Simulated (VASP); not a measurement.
Crystal: Au.

```
CELL_PARAMETERS angstrom
2.93816 0.00000 0.00000
-1.46908 2.54452 0.00000
0.00000 0.00000 4.94422
ATOMIC_POSITIONS crystal
Au 0.66667 0.33333 0.25000
Au 0.33333 0.66667 0.75000
```

Base run:

| Quantity | Value |
| --- | --- |
| Program | VASP 6.6.1 |
| Functional | LDA |
| Potentials or basis | VASP PAW LDA potentials, release 64 (Au) |
| Cutoff | 520 eV |
| k mesh | 11 × 11 × 6 |
| Occupations | fermi-dirac, width 0.05 eV |
| Spin | no spin polarisation |

Its results: band gap on the k mesh zero (band 11 reaches 11.43 eV, above the bottom of band 12 at 5.45 eV); pressure -14.8 GPa.

The run is repeated on the same cell with these changes: functional from LDA to r2SCAN; potentials or basis from VASP PAW LDA potentials, release 64 (Au) to VASP PAW PBE potentials, release 64 (Au). What comes out?

Band gap on the k mesh zero (band 11 reaches 11.71 eV, above the bottom of band 12 at 5.30 eV); pressure -6.5 GPa.

Caveats: spin-orbit coupling is left out, which moves the levels of the heavy elements; the PAW data sets were made with another functional, which shifts forces and pressure a little (some runs).
